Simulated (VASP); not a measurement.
# Be3CdO4 (C2/m) in VASP: single point with PBE

Aim: the single point of Be3CdO4 with PBE.

All numbers are computed with VASP 6.6.1; they aren't measurements. Logs are shortened: lines on timing, memory, paths and dates and some standing lists are left out, and cuts for length are marked.

## (1) The cell of the first run

Symmetry: C2/m, No. 12, monoclinic system. The conventional cell has a = 9.045 Å, b = 2.702 Å, c = 5.678 Å, α = 90.00°, β = 97.79°, γ = 90.00°. Within 2.5 Å of Be (site symmetry 2/m) lie 6 O at 1.86 to 1.90 Å and 4 Be at 2.42 Å. Be (site symmetry m) has 5 O at 1.63 to 2.07 Å within 2.2 Å. Cd (site symmetry 2/m) has 8 O at 2.31 to 3.36 Å and 2 Cd at 2.70 Å and 10 Be at 2.87 to 3.30 Å within 3.4 Å. Within 2.2 Å of O (site symmetry m) lie 3 Be at 1.68 to 1.86 Å. O (site symmetry m) has 5 Be at 1.63 to 2.07 Å within 2.2 Å.

The cell was generated, and may not be a known phase.

## (2) Single point, PBE

INCAR reads:

```
SYSTEM = Be3CdO4
ALGO = Normal ; EDIFF = 1E-6
ENCUT = 700 ; GGA = PE
GGA_COMPAT = .FALSE. ; ISIF = 2
ISMEAR = 0 ; LASPH = .TRUE.
LCHARG = .TRUE. ; LELF = .TRUE.
LREAL = .FALSE. ; LVHAR = .TRUE.
LWAVE = .FALSE. ; NBANDS = 35
NELM = 120 ; PREC = Accurate
SIGMA = 0.15
```

KPOINTS reads:

```
k-points
0
G
  4 4 3
  0 0 0
```

POSCAR reads:

```
Be3CdO4
1.0
    4.5226336630     -1.3508217113      0.0191562623
    4.5226336630      1.3508217113      0.0191562623
   -0.7929216765      0.0000000000      5.6219535421
Be Cd O
3 1 4
Direct
    0.5000000000      0.5000000000      0.5000000000
    0.7889693904      0.7889693904      0.3347104113
    0.2110306096      0.2110306096      0.6652895887
    0.0000000000      0.0000000000      0.0000000000
    0.3641695893      0.3641695893      0.2222466511
    0.6358304107      0.6358304107      0.7777533489
    0.1240562579      0.1240562579      0.3946720515
    0.8759437421      0.8759437421      0.6053279485
```

Potentials or basis: VASP PAW PBE potentials, release 64 (Be, Cd_sv_GW, O).

Run with:

```
$ cat potpaw_PBE.64/Be/POTCAR potpaw_PBE.64/Cd_sv_GW/POTCAR potpaw_PBE.64/O/POTCAR > POTCAR
$ mpirun -np 1 vasp_std > vasp.out
```

OUTCAR:

```text
SYSTEM = Be3CdO4
   EDIFF = 1E-6
   ENCUT = 700
   GGA = PE
   ISIF = 2
   ISMEAR = 0
   LASPH = .TRUE.
   LREAL = .FALSE.
   NELM = 120
   PREC = Accurate

 ion  position               nearest neighbor table
   1  0.500  0.500  0.500-   5 1.86   6 1.86   7 1.90   7 1.90   8 1.90   8 1.90
   2  0.789  0.789  0.335-   8 1.63   5 1.68   5 1.68   7 2.07   7 2.07
   3  0.211  0.211  0.665-   7 1.63   6 1.68   6 1.68   8 2.07   8 2.07
   4  0.000  0.000  0.000-   6 2.31   6 2.31   5 2.31   5 2.31
   5  0.364  0.364  0.222-   2 1.68   2 1.68   1 1.86   4 2.31   4 2.31
   6  0.636  0.636  0.778-   3 1.68   3 1.68   1 1.86   4 2.31   4 2.31
   7  0.124  0.124  0.395-   3 1.63   1 1.90   1 1.90   2 2.07   2 2.07
   8  0.876  0.876  0.605-   2 1.63   1 1.90   1 1.90   3 2.07   3 2.07

  LATTYP: Found a base centered monoclinic cell.
 ALAT       =     9.0453484647
 B/A-ratio  =     0.2986776500
 C/A-ratio  =     0.6276811942
 COS(beta)  =    -0.1354626688

  Lattice vectors:

 A1 = (   4.5226336630,  -1.3508217113,   0.0191562623)
 A2 = (   4.5226336630,   1.3508217113,   0.0191562623)
 A3 = (  -0.7929216765,   0.0000000000,   5.6219535421)

Analysis of symmetry for initial positions (statically):
=====================================================================
 Subroutine PRICEL returns:
 Original cell was already a primitive cell.

 Routine SETGRP: Setting up the symmetry group for a
 base centered monoclinic supercell.

 Subroutine GETGRP returns: Found  4 space group operations
 (whereof  4 operations were pure point group operations)
 out of a pool of  4 trial point group operations.

The static configuration has the point symmetry C_2h.

Analysis of symmetry for dynamics (positions and initial velocities):
=====================================================================
 Subroutine PRICEL returns:
 Original cell was already a primitive cell.

 Routine SETGRP: Setting up the symmetry group for a
 base centered monoclinic supercell.

 Subroutine GETGRP returns: Found  4 space group operations
 (whereof  4 operations were pure point group operations)
 out of a pool of  4 trial point group operations.

The dynamic configuration has the point symmetry C_2h.

 Subroutine INISYM returns: Found  4 space group operations
 (whereof  4 operations are pure point group operations),
 and found     1 'primitive' translations

[... 103 lines left out ...]
   NFREE  =      0    steps in history (QN), initial steepest desc. (CG)
   ISIF   =      2    stress and relaxation
   ISYM   =      2    0-nonsym 1-usesym 2-fastsym
   POTIM  = 0.5000    time-step for ionic-motion
   TEBEG  =    0.0;   TEEND  =   0.0 temperature during run
   PSTRESS=    0.0 pullay stress
   NELECT =      50.0000    total number of electrons
   NUPDOWN=      -1.0000    fix difference up-down
   EMIN   =  10.00;   EMAX   =-10.00  energy-range for DOS
   EFERMI =   0.00;   METHOD = LEGACY
   ISMEAR =     0;   SIGMA  =   0.15  broadening in eV -4-tet -1-fermi 0-gaus
   EFERMI_NEDOS =   21; number of points for ismear=-14 and -15
   IALGO  =     38    algorithm
   IMIX   =      4    mixing-type and parameters
     AMIX     =   0.40;   BMIX     =  1.00
     AMIX_MAG =   1.60;   BMIX_MAG =  1.00
  volume/ion in A,a.u.               =       8.59        57.98
  Fermi-wavevector in a.u.,A,eV,Ry     =   1.472345  2.782328 29.494692  2.167799
  Thomas-Fermi vector in A             =   2.587371
   LORBIT       =      0    0 simple, 1 ext, 2 COOP (PROOUT), +10 PAW based schemes
   GGA     = PE    functional components
   LHFCALC =     F    Hartree Fock is set to
   AEXX    =    0.0000 exact exchange contribution
   IVDW    =     0    specifies the selected vdW correction
   LEPSILON=     F    determine dielectric tensor
   LRPA    =     F    only Hartree local field effects (RPA)
 non-spin polarized calculation
 Gauss-broadening in eV      SIGMA  =   0.15
  energy-cutoff  :      700.00
  volume of cell :       68.73
 maximum number of plane-waves:      2904
 NGX is ok and might be reduce to    42
   NGX = 21   NGY = 21   NGZ = 25

 number of electron      49.9999996 magnetization

 Free energy of the ion-electron system (eV)
  ---------------------------------------------------
  ext. energy  EPLUGINS =         0.00000000
  ---------------------------------------------------
  free energy    TOTEN  =       -46.56116355 eV

  energy without entropy =      -46.56116355  energy(sigma->0) =      -46.56116355

 E-fermi :   5.2570     XC(G=0): -11.4371

 val. band max:        4.4563837549   @ k =   0.5000   0.5000   0.0000
 cond. band min:       7.0885406159   @ k =   0.0000   0.0000   0.0000
 fundamental gap:      2.6321568610
 Fermi energy:         5.2569576719

 k-point     1 :       0.0000    0.0000    0.0000
  band No.  band energies     occupation
      1     -96.3281      2.00000
      2     -57.4627      2.00000
      3     -57.4080      2.00000
      4     -57.3177      2.00000
      5     -14.3457      2.00000
      6     -12.9831      2.00000
[... 635 lines left out ...]
     34      17.7122      0.00000
     35      18.2899      0.00000

------------------------ aborting loop because EDIFF is reached ----------------------------------------

  FORCE on cell =-STRESS in cart. coord.  units (eV):
  Direction    XX          YY          ZZ          XY          YZ          ZX
  --------------------------------------------------------------------------------------
  -------------------------------------------------------------------------------------
  Total       -0.2873476     -0.1994146      0.1523482      0.0000000      0.0000000      0.1127333
  in kB       -6.6981080     -4.6483775      3.5512556      0.0000000      0.0000000      2.6278277
  external PRESSURE =      -2.5984100 kB  Pullay stress =       0.0000000 kB

 VOLUME and BASIS-vectors are now :
 -----------------------------------------------------------------------------
  energy-cutoff  :      700.00
  volume of cell :       68.73
      direct lattice vectors                 reciprocal lattice vectors
     4.522633663 -1.350821711  0.019156262     0.110489046 -0.370145072  0.015583402
     4.522633663  1.350821711  0.019156262     0.110489046  0.370145072  0.015583402
    -0.792921677  0.000000000  5.621953542    -0.000752961  0.000000000  0.177767915

 POSITION                                       TOTAL-FORCE (eV/Angst)
 -----------------------------------------------------------------------------------
      4.12617      0.00000      2.83013        -0.000000     -0.000000      0.000000
      6.87104      0.00000      1.91195        -0.019120     -0.000000     -0.023904
      1.38131      0.00000      3.74831         0.019120     -0.000000      0.023904
      0.00000      0.00000      0.00000        -0.000000      0.000000      0.000000
      3.11779      0.00000      1.26341         0.047155     -0.000000     -0.058626
      5.13456      0.00000      4.39685        -0.047155     -0.000000      0.058626
      0.80918      0.00000      2.22358        -0.005713     -0.000000     -0.010731
      7.44317      0.00000      3.43669         0.005713     -0.000000      0.010731
 -----------------------------------------------------------------------------------
    total drift:                               -0.000000      0.000000      0.000000

  FREE ENERGIE OF THE ION-ELECTRON SYSTEM (eV)
  ---------------------------------------------------
  free  energy   TOTEN  =       -46.5611635472 eV

  energy  without entropy=      -46.5611635472  energy(sigma->0) =      -46.56116355
```

It took 97 s on 1 thread of Intel Xeon Platinum 8259CL at 2.50GHz (Skylake/Cascade Lake), shared host; peak memory 0.31 GiB.

What came out:

```yaml
Free_energy: -46.5612 eV
Pressure: -0.3 GPa
Largest_force: 0.075 eV/Å
Band_gap_on_the_k_mesh: 2.63 eV (least direct gap 2.75 eV)
```

Forces on the atoms (eV/Å):
```
Be   0.000  0.000  0.000
Be  -0.019  0.000 -0.024
Be   0.019  0.000  0.024
Cd   0.000  0.000  0.000
O    0.047  0.000 -0.059
O   -0.047  0.000  0.059
O   -0.006  0.000 -0.011
O    0.006  0.000  0.011
```

Caveat: the k points lie up to 0.61 Å⁻¹ apart. A k mesh can miss the band edges.
